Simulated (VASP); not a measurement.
A run of VASP 6.6.1 is set up as follows.

The input POSCAR:

```
Pd
1.0
    0.0000000000      1.9846763588      1.9846763588
    1.9846763588      0.0000000000      1.9846763588
    1.9846763588      1.9846763588      0.0000000000
Pd
1
Direct
    0.0000000000      0.0000000000      0.0000000000
```

Contents of INCAR.step1:

```
  ALGO = Normal
  EDIFF = 1E-5
  ENCUT = 520
  GGA = PE
  ISIF = 2
  ISMEAR = -1
  LASPH = T
  LREAL = F
  LWAVE = T
  NBANDS = 11
  NELM = 60
  PREC = Accurate
  SIGMA = 0.05
```

The input INCAR.step2:

```
  AEXX = 0.25
  ALGO = Normal
  EDIFF = 1E-7
  ENCUT = 520
  GGA = PS
  HFSCREEN = 0.207
  ISIF = 2
  ISMEAR = -1
  ISTART = 1
  LASPH = T
  LCHARG = T
  LELF = T
  LHFCALC = T
  LREAL = F
  LVHAR = T
  LWAVE = F
  NBANDS = 11
  NELM = 60
  PREC = Accurate
  PRECFOCK = Normal
  SIGMA = 0.05
```

KPOINTS

```
k-points
0
Gamma
  6 6 6
```

Potentials or basis: VASP PAW PBE potentials, release 64 (Pd).

Run with:

```sh
$ cat potpaw_PBE.64/Pd/POTCAR > POTCAR
$ cp INCAR.step1 INCAR
$ mpirun -np 1 vasp_std > vasp.out
$ cp INCAR.step2 INCAR
$ mpirun -np 1 vasp_std > vasp.out
```

Question: Predict the pressure.

Answer: -13.6 GPa.

Question: Estimate the band gap on the k mesh.

Answer: Zero (bands 5 and 6 overlap by 2.09 eV).

Caveat: the k points lie up to 0.46 Å⁻¹ apart, too coarse for converged energies and pressures of a metal; the PAW data sets were made with another functional, which shifts forces and pressure a little.
